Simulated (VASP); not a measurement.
# ScPt3S (P-6m2) in VASP: further runs

The runs below take ScPt3S through relaxation of cell and atoms, single point, with PBE.

All numbers are computed with VASP 6.6.1; they aren't measurements. Logs are shortened: lines on timing, memory, paths and dates and some standing lists are left out, and cuts for length are marked.

## Step 1: The cell of the first run

The structure is hexagonal, space group P-6m2 (No. 187). Conventional cell: a = 4.254 Å, b = 4.254 Å, c = 5.252 Å, α = 90.00°, β = 90.00°, γ = 120.00°. Sc (site symmetry -6m2) has 9 Pt at 2.46 to 2.80 Å within 3.2 Å. Pt (site symmetry 3m) has 5 Pt at 2.57 to 2.80 Å and 3 S at 2.77 Å and 3 Sc at 2.80 Å within 3.4 Å. Pt (site symmetry -6m2) has 3 Sc at 2.46 Å and 2 S at 2.63 Å and 6 Pt at 2.80 Å within 3.2 Å. S (site symmetry -6m2) has 8 Pt at 2.63 to 2.77 Å within 3.5 Å.

## Step 2: Relaxation of cell and atoms, PBE

File INCAR:

```
SYSTEM = ScPt3S
PREC = Accurate ; ENCUT = 600
EDIFF = 1E-6 ; ISMEAR = 0
SIGMA = 0.1 ; LREAL = .False.
LASPH = .True. ; NELM = 60
ALGO = Normal ; ISIF = 3
LWAVE = .False. ; LCHARG = .False.
GGA = PE ; IBRION = 2
NSW = 90 ; EDIFFG = -0.04
```

File KPOINTS:

```
Automatic mesh
0
Gamma
  6 6 4
  0 0 0
```

File POSCAR:

```
ScPt3S
1.0
    4.2542219800      0.0000000000      0.0000000000
   -2.1271109900      3.6842643000      0.0000000000
    0.0000000000      0.0000000000      5.2520295000
Sc Pt S
1 3 1
Direct
    0.3333333300      0.6666666700      0.5000000000
    0.0000000000      0.0000000000      0.7552470000
    0.0000000000      0.0000000000      0.2447530000
    0.6666666700      0.3333333300      0.5000000000
    0.6666666700      0.3333333300      0.0000000000
```

Potentials or basis: VASP PAW PBE potentials, release 64 (Sc_sv, Pt, S).

Launch:

```bash
$ cat potpaw_PBE.64/Sc_sv/POTCAR potpaw_PBE.64/Pt/POTCAR potpaw_PBE.64/S/POTCAR > POTCAR
$ mpirun -np 1 vasp_std > vasp.out
```

OUTCAR:

```text
SYSTEM = ScPt3S
   PREC = Accurate
   ENCUT = 600
   EDIFF = 1E-6
   ISMEAR = 0
   LREAL = .False.
   LASPH = .True.
   NELM = 60
   ISIF = 3
   GGA = PE
   IBRION = 2
   NSW = 90
   EDIFFG = -0.04

 ion  position               nearest neighbor table
   1  0.333  0.667  0.500-   4 2.46   4 2.46   4 2.46   2 2.80   3 2.80   3 2.80   2 2.80   3 2.80
                             2 2.80
   2  0.000  0.000  0.755-   3 2.57   3 2.68   5 2.77   5 2.77   5 2.77   4 2.80   1 2.80   4 2.80
                             1 2.80   4 2.80   1 2.80
   3  0.000  0.000  0.245-   2 2.57   2 2.68   5 2.77   5 2.77   5 2.77   1 2.80   4 2.80   4 2.80
                             1 2.80   4 2.80   1 2.80
   4  0.667  0.333  0.500-   1 2.46   1 2.46   1 2.46   5 2.63   5 2.63   3 2.80   2 2.80   2 2.80
                             3 2.80   2 2.80   3 2.80
   5  0.667  0.333  0.000-   4 2.63   4 2.63   2 2.77   3 2.77   2 2.77   3 2.77   2 2.77   3 2.77

  LATTYP: Found a hexagonal cell.
 ALAT       =     4.2542219800
 C/A-ratio  =     1.2345452411

  Lattice vectors:

 A1 = (   4.2542219800,   0.0000000000,   0.0000000000)
 A2 = (  -2.1271109900,   3.6842643000,   0.0000000000)
 A3 = (   0.0000000000,   0.0000000000,   5.2520295000)

Analysis of symmetry for initial positions (statically):
=====================================================================
 Subroutine PRICEL returns:
 Original cell was already a primitive cell.

 Routine SETGRP: Setting up the symmetry group for a
 hexagonal supercell.

 Subroutine GETGRP returns: Found 12 space group operations
 (whereof 12 operations were pure point group operations)
 out of a pool of 24 trial point group operations.

The static configuration has the point symmetry D_3h.

Analysis of symmetry for dynamics (positions and initial velocities):
=====================================================================
 Subroutine PRICEL returns:
 Original cell was already a primitive cell.

 Routine SETGRP: Setting up the symmetry group for a
 hexagonal supercell.

 Subroutine GETGRP returns: Found 12 space group operations
 (whereof 12 operations were pure point group operations)
 out of a pool of 24 trial point group operations.

The dynamic configuration has the point symmetry D_3h.

 Subroutine INISYM returns: Found 12 space group operations
 (whereof 12 operations are pure point group operations),
 and found     1 'primitive' translations

----------------------------------------------------------------------------------------

                                     Primitive cell

  volume of cell :      82.3186

  direct lattice vectors                    reciprocal lattice vectors
     4.254221980  0.000000000  0.000000000     0.235060607  0.135712305  0.000000000
    -2.127110990  3.684264300  0.000000000     0.000000000  0.271424610  0.000000000
     0.000000000  0.000000000  5.252029500     0.000000000  0.000000000  0.190402586

  length of vectors
     4.254221980  4.254221973  5.252029500     0.271424609  0.271424610  0.190402586

  position of ions in fractional coordinates (direct lattice)
     0.333333330  0.666666670  0.500000000
     0.000000000  0.000000000  0.755247000
     0.000000000  0.000000000  0.244753000
     0.666666670  0.333333330  0.500000000
     0.666666670  0.333333330  0.000000000

  ion indices of the primitive-cell ions
   primitive index   ion index
                 1           1
                 2           2
                 3           3
                 4           4
                 5           5

----------------------------------------------------------------------------------------

 KPOINTS: Automatic mesh

Automatic generation of k-mesh.
 Grid dimensions read from file:
 generate k-points for:    6    6    4

 Generating k-lattice:

  Cartesian coordinates                     Fractional coordinates (reciprocal lattice)
     0.039176768  0.022618717  0.000000000     0.166666667  0.000000000  0.000000000
     0.000000000  0.045237435  0.000000000     0.000000000  0.166666667  0.000000000
     0.000000000  0.000000000  0.047600647     0.000000000  0.000000000  0.250000000

  Length of vectors
     0.045237435  0.045237435  0.047600647

  Shift w.r.t. Gamma in fractional coordinates (k-lattice)
     0.000000000  0.000000000  0.000000000

 Subroutine IBZKPT returns following result:
 ===========================================

 Found     21 irreducible k-points:

 Following reciprocal coordinates:
            Coordinates               Weight
  0.000000  0.000000  0.000000      1.000000
  0.166667 -0.000000  0.000000      6.000000
  0.333333  0.000000  0.000000      6.000000
  0.500000  0.000000  0.000000      3.000000
  0.166667  0.166667  0.000000      6.000000
  0.333333  0.166667  0.000000     12.000000
[... 13 lines left out ...]
  0.333333  0.166667  0.500000     12.000000
  0.333333  0.333333  0.500000      2.000000
   k-points           NKPTS =     21   k-points in BZ     NKDIM =     21   number of bands    NBANDS=     28
   number of dos      NEDOS =    301   number of ions     NIONS =      5
   total plane-waves  NPLWV =  54432
   dimension x,y,z NGX =    36 NGY =   36 NGZ =   42
   dimension x,y,z NGXF=    72 NGYF=   72 NGZF=   84
   ions per type =               1   3   1
   NGX,Y,Z   is equivalent  to a cutoff of  14.07, 14.07, 13.29 a.u.
   NGXF,Y,Z  is equivalent  to a cutoff of  28.14, 28.14, 26.59 a.u.
 SYSTEM =  ScPt3S
   PREC   = accura    normal or accurate (medium, high low for compatibility)
   ISTART =      0    job   : 0-new  1-cont  2-samecut
   ICHARG =      2    charge: 1-file 2-atom 10-const
   ISPIN  =      1    spin polarized calculation?
   LNONCOLLINEAR =      F non collinear calculations
   LSORBIT =      F    spin-orbit coupling
   LASPH  =      T    aspherical Exc in radial PAW
   ENCUT  =  600.0 eV  44.10 Ry    6.64 a.u.   8.50  8.50 10.49*2*pi/ulx,y,z
   NELM   =     60;   NELMIN=  2; NELMDL= -5     # of ELM steps
   EDIFF  = 0.1E-05   stopping-criterion for ELM
   LREAL  =      F    real-space projection
   EDIFFG = -.4E-01   stopping-criterion for IOM
   NSW    =     90    number of steps for IOM
   IBRION =      2    ionic relax: 0-MD 1-quasi-New 2-CG
   NFREE  =      1    steps in history (QN), initial steepest desc. (CG)
   ISIF   =      3    stress and relaxation
   ISYM   =      2    0-nonsym 1-usesym 2-fastsym
   POTIM  = 0.5000    time-step for ionic-motion
   TEBEG  =    0.0;   TEEND  =   0.0 temperature during run
   PSTRESS=    0.0 pullay stress
   NELECT =      47.0000    total number of electrons
   NUPDOWN=      -1.0000    fix difference up-down
   EMIN   =  10.00;   EMAX   =-10.00  energy-range for DOS
   EFERMI =   0.00;   METHOD = LEGACY
   ISMEAR =     0;   SIGMA  =   0.10  broadening in eV -4-tet -1-fermi 0-gaus
   EFERMI_NEDOS =   21; number of points for ismear=-14 and -15
   IALGO  =     38    algorithm
   IMIX   =      4    mixing-type and parameters
     AMIX     =   0.40;   BMIX     =  1.00
     AMIX_MAG =   1.60;   BMIX_MAG =  1.00
  volume/ion in A,a.u.               =      16.46       111.10
  Fermi-wavevector in a.u.,A,eV,Ry     =   1.358130  2.566494 25.096188  1.844518
  Thomas-Fermi vector in A             =   2.484990
   LORBIT       =      0    0 simple, 1 ext, 2 COOP (PROOUT), +10 PAW based schemes
   GGA     = PE    functional components
   LHFCALC =     F    Hartree Fock is set to
   AEXX    =    0.0000 exact exchange contribution
   IVDW    =     0    specifies the selected vdW correction
   LEPSILON=     F    determine dielectric tensor
   LRPA    =     F    only Hartree local field effects (RPA)
 conjugate gradient relaxation of ions
 non-spin polarized calculation
 Gauss-broadening in eV      SIGMA  =   0.10
  energy-cutoff  :      600.00
  volume of cell :       82.32
 maximum number of plane-waves:      2787
 NGX is ok and might be reduce to    36
   NGX = 17   NGY = 17   NGZ = 21

--------------------------------------- Ionic step        1  -------------------------------------------

 number of electron      47.0000002 magnetization

 Free energy of the ion-electron system (eV)
  ---------------------------------------------------
  ext. energy  EPLUGINS =         0.00000000
  ---------------------------------------------------
  free energy    TOTEN  =       -28.98146815 eV

  energy without entropy =      -28.96620197  energy(sigma->0) =      -28.97383506

------------------------ aborting loop because EDIFF is reached ----------------------------------------

  FORCE on cell =-STRESS in cart. coord.  units (eV):
  Direction    XX          YY          ZZ          XY          YZ          ZX
  --------------------------------------------------------------------------------------
  -------------------------------------------------------------------------------------
  Total       12.1445692     12.1445691      8.2365482      0.0000000      0.0000000      0.0000000
  in kB      236.3712293    236.3712283    160.3089408      0.0000000      0.0000000      0.0000000
  external PRESSURE =     211.0171328 kB  Pullay stress =       0.0000000 kB
[... 297 lines left out ...]
  energy  without entropy=      -29.6551765981  energy(sigma->0) =      -29.66573367

--------------------------------------- Ionic step        9  -------------------------------------------

 number of electron      47.0000011 magnetization

 Free energy of the ion-electron system (eV)
  ---------------------------------------------------
  ext. energy  EPLUGINS =         0.00000000
  ---------------------------------------------------
  free energy    TOTEN  =       -29.67673290 eV

  energy without entropy =      -29.65571780  energy(sigma->0) =      -29.66622535

 E-fermi :   7.0860     XC(G=0): -11.3896

 val. band max:        7.0790228112   @ k =   0.0000   0.0000   0.0000
 cond. band min:       7.0924856024   @ k =   0.5000   0.0000   0.0000
 fundamental gap:      0.0134627912
 Fermi energy:         7.0860062060

 k-point     1 :       0.0000    0.0000    0.0000
  band No.  band energies     occupation
      1     -42.2509      2.00000
      2     -21.0088      2.00000
      3     -20.8611      2.00000
      4     -20.8611      2.00000
      5      -6.4176      2.00000
      6       0.4260      2.00000
[... 672 lines left out ...]
  FREE ENERGIE OF THE ION-ELECTRON SYSTEM (eV)
  ---------------------------------------------------
  free  energy   TOTEN  =       -29.6767329041 eV

  energy  without entropy=      -29.6557178036  energy(sigma->0) =      -29.66622535

 reached required accuracy - stopping structural energy minimisation
```

Run time: 4.4 min. Hardware: 1 thread of AMD EPYC 9R45 (Zen 5), shared host; peak memory 0.24 GiB.

Results:

- Free energy: -29.6767 eV
- Relaxed volume: 18.64 Å³/atom
- Relaxed cell: a = 4.508 Å, b = 4.508 Å, c = 5.297 Å, α = 90.00°, β = 90.00°, γ = 120.00°
- Space group after relaxing (to 0.05 Å): P-6m2 (No. 187)
- Energy gained by relaxing: 139.1 meV/atom
- Ionic steps: 9
- Pressure after relaxing: 0.0 GPa
- Largest force after relaxing: 0.016 eV/Å

Forces in eV/Å, atoms in the order of the input:
```
Sc   0.000  0.000  0.000
Pt   0.000  0.000  0.016
Pt   0.000  0.000 -0.016
Pt   0.000  0.000  0.000
S    0.000  0.000  0.000
```

The path:
```csv
step,energy change (eV),largest force (eV/Å),pressure (GPa),volume (Å³)
1,0.0000,0.0416,21.10,82.32
2,0.3675,0.8739,-15.38,110.91
3,-0.6418,0.5441,-1.04,93.48
4,-0.6428,0.5302,-0.51,93.09
5,-0.6427,0.5222,-0.19,92.87
6,-0.6908,0.1404,0.19,92.92
7,-0.6948,0.0482,0.40,92.92
8,-0.6948,0.0171,-0.44,93.52
9,-0.6953,0.0157,-0.02,93.21
```

Final structure:
```xyz
5
Lattice="4.5077 0.0000 0.0000 -2.2538 3.9038 0.0000 0.0000 0.0000 5.2972" Properties=species:S:1:pos:R:3 pbc="T T T"
Sc    0.0000    2.6025    2.6486
Pt    0.0000    0.0000    3.9726
Pt    4.5077    0.0000    1.3246
Pt    2.2538    1.3013    2.6486
S     2.2538    1.3013    0.0000
```

Caveat: spin-orbit coupling is left out, which moves the levels of the heavy elements.

## Step 3: Single point, PBE

This run uses another cell than the first one, of 18.64 Å³/atom, 1.132 times its volume.

File INCAR:

```
PREC     = Accurate       # precision mode
ENCUT    = 520            # plane-wave cutoff, eV
EDIFF    = 1E-7           # SCF threshold, eV
ISMEAR   = 0              # smearing method
SIGMA    = 0.1            # smearing width, eV
LREAL    = F              # projectors in reciprocal space
LASPH    = T              # aspherical terms in the spheres
NELM     = 80             # most SCF steps
ALGO     = Normal         # electronic algorithm
ISIF     = 2              # what is computed and relaxed
LWAVE    = F              # write WAVECAR
LCHARG   = T              # write CHGCAR
GGA      = PE             # functional
LELF     = T              # ELF
LVHAR    = T            
NBANDS   = 32             # bands
```

File KPOINTS:

```
regular mesh
0
Gamma
  12 12 8
```

File POSCAR:

```
ScPt3S
1.0
    4.5041416941      0.0000000000      0.0000000000
   -2.2520708470      3.9007011293      0.0000000000
    0.0000000000      0.0000000000      5.3054146618
Sc Pt S
1 3 1
Direct
    0.3333333333      0.6666666667      0.5000000000
    0.0000000000      0.0000000000      0.7505885047
    0.0000000000      0.0000000000      0.2494114953
    0.6666666667      0.3333333333      0.5000000000
    0.6666666667      0.3333333333      0.0000000000
```

Potentials or basis: VASP PAW PBE potentials, release 64 (Sc_sv, Pt, S).

Launch:

```bash
$ cat potpaw_PBE.64/Sc_sv/POTCAR potpaw_PBE.64/Pt/POTCAR potpaw_PBE.64/S/POTCAR > POTCAR
$ mpirun -np 1 vasp_std > vasp.out
```

Wall time 3.4 min (1 thread of AMD EPYC 9R45 (Zen 5), shared host); peak memory 0.38 GiB.

The run converged. Its results:

```
Free energy : -29.6754 eV
Pressure    : 0.0 GPa
```

Forces on the atoms (eV/Å):
```
Sc   0.000  0.000  0.000
Pt   0.000  0.000 -0.003
Pt   0.000  0.000  0.003
Pt   0.000  0.000  0.000
S    0.000  0.000  0.000
```

Stress tensor (GPa, compression positive):
```
 0.07  0.00  0.00
 0.00  0.07  0.00
 0.00  0.00 -0.23
```

Levels at points of the mesh, in eV from the Fermi level:
```csv
k point,band 19,band 20,band 21,band 22,band 23,band 24,band 25,band 26,band 27,band 28
"(0.00, 0.00, 0.00)",-1.17,-0.49,-0.49,-0.30,-0.30,0.01,0.16,1.66,1.66,2.68
"(0.50, 0.00, 0.00)",-1.77,-1.53,-0.94,-0.87,-0.46,0.03,0.05,2.44,2.52,2.83
"(0.00, 0.00, 0.50)",-1.40,-1.40,-1.02,-1.02,-0.19,-0.19,1.93,1.93,2.01,2.52
"(0.50, 0.00, 0.50)",-1.96,-1.62,-0.95,-0.92,-0.66,0.10,0.21,2.41,3.04,3.06
```

Caveat: spin-orbit coupling is left out, which moves the levels of the heavy elements.

## Step 4: Relaxation of cell and atoms, PBE

This run uses another cell than the first one, of 18.66 Å³/atom, 1.134 times its volume.

File INCAR:

```
SYSTEM = ScPt3S
  PREC = Accurate
  ENCUT = 600
  EDIFF = 1E-6
  ISMEAR = 0
  SIGMA = 0.1
  LREAL = .False.
  LASPH = .True.
  NELM = 80
  ALGO = Normal
  ISIF = 3
  LWAVE = .False.
  LCHARG = .False.
  GGA = PE
  IBRION = 2
  NSW = 100
  EDIFFG = -0.01
```

File KPOINTS:

```
Automatic mesh
0
Gamma
  12 12 8
  0 0 0
```

File POSCAR:

```
ScPt3S
1.0
    4.5099410813      0.0000000000      0.0000000000
   -2.2549705406      3.9057235460      0.0000000000
    0.0000000000      0.0000000000      5.2973978927
Sc Pt S
1 3 1
Direct
    0.3333333333      0.6666666667      0.5000000000
    0.0000000000      0.0000000000      0.7502281838
    0.0000000000      0.0000000000      0.2497718162
    0.6666666667      0.3333333333      0.5000000000
    0.6666666667      0.3333333333      0.0000000000
```

Launch:

```bash
$ cat potpaw_PBE.64/Sc_sv/POTCAR potpaw_PBE.64/Pt/POTCAR potpaw_PBE.64/S/POTCAR > POTCAR
$ mpirun -np 1 vasp_std > vasp.out
```

It took 4.4 min on 1 thread of AMD EPYC 9R45 (Zen 5), shared host; peak memory 0.41 GiB.

It converged, with:

| Property | Result |
| --- | --- |
| Free energy | -29.6759 eV |
| Relaxed volume | 18.65 Å³/atom |
| Relaxed cell | a = 4.508 Å, b = 4.508 Å, c = 5.300 Å, α = 90.00°, β = 90.00°, γ = 120.00° |
| Space group after relaxing (to 0.05 Å) | P-6m2 (No. 187) |
| Energy gained by relaxing | 0.0 meV/atom |
| Ionic steps | 2 |
| Pressure after relaxing | 0.0 GPa |
| Largest force after relaxing | 0.004 eV/Å |

Forces on the atoms (eV/Å):
```
Sc   0.000  0.000  0.000
Pt   0.000  0.000 -0.004
Pt   0.000  0.000  0.004
Pt   0.000  0.000  0.000
S    0.000  0.000  0.000
```

Step by step:
```csv
step,energy change (eV),largest force (eV/Å),pressure (GPa),volume (Å³)
1,0.0000,0.0375,-0.03,93.31
2,-0.0001,0.0038,0.01,93.26
```

Final structure:
```
Sc Pt S
1.0
     4.50765    0.00000    0.00000
    -2.25383    3.90374    0.00000
     0.00000    0.00000    5.29990
Sc Pt S
1 3 1
Direct
  0.33333 0.66667 0.50000
  0.00000 0.00000 0.75057
  0.00000 0.00000 0.24943
  0.66667 0.33333 0.50000
  0.66667 0.33333 0.00000
```

Levels at points of the mesh, in eV from the Fermi level:
```tsv
k point	band 20	band 21	band 22	band 23	band 24	band 25	band 26	band 27
(0.00, 0.00, 0.00)	-0.49	-0.49	-0.30	-0.30	0.01	0.16	1.66	1.66
(0.50, 0.00, 0.00)	-1.52	-0.94	-0.86	-0.45	0.03	0.05	2.44	2.52
(0.00, 0.00, 0.50)	-1.40	-1.02	-1.02	-0.19	-0.19	1.92	1.92	2.01
(0.50, 0.00, 0.50)	-1.62	-0.96	-0.92	-0.66	0.09	0.21	2.40	3.04
```

Caveat: spin-orbit coupling is left out, which moves the levels of the heavy elements.

## Step 5: Overview

```csv
task,cell,k mesh,cutoff (eV),gap on the mesh (eV),pressure (GPa),relaxed volume (Å³/atom)
relaxation of cell and atoms,"relaxed from a = 4.254, b = 4.254, c = 5.252 Å, angles 90.0, 90.0, 120.0°, 5 atoms",6 × 6 × 4,600,none,0.0,18.64
single point,"a = 4.504, b = 4.504, c = 5.305 Å, angles 90.0, 90.0, 120.0°, 5 atoms",12 × 12 × 8,520,none,0.0,-
relaxation of cell and atoms,"relaxed from a = 4.510, b = 4.510, c = 5.297 Å, angles 90.0, 90.0, 120.0°, 5 atoms",12 × 12 × 8,600,none,0.0,18.65
```

Alike in all rows: level PBE; potentials or basis VASP PAW PBE potentials, release 64 (Sc_sv, Pt, S); no spin polarisation; smearing gaussian 0.1 eV.

Caveats: spin-orbit coupling is left out, which moves the levels of the heavy elements.

Absolute energies hang on the potentials; compare differences alone.
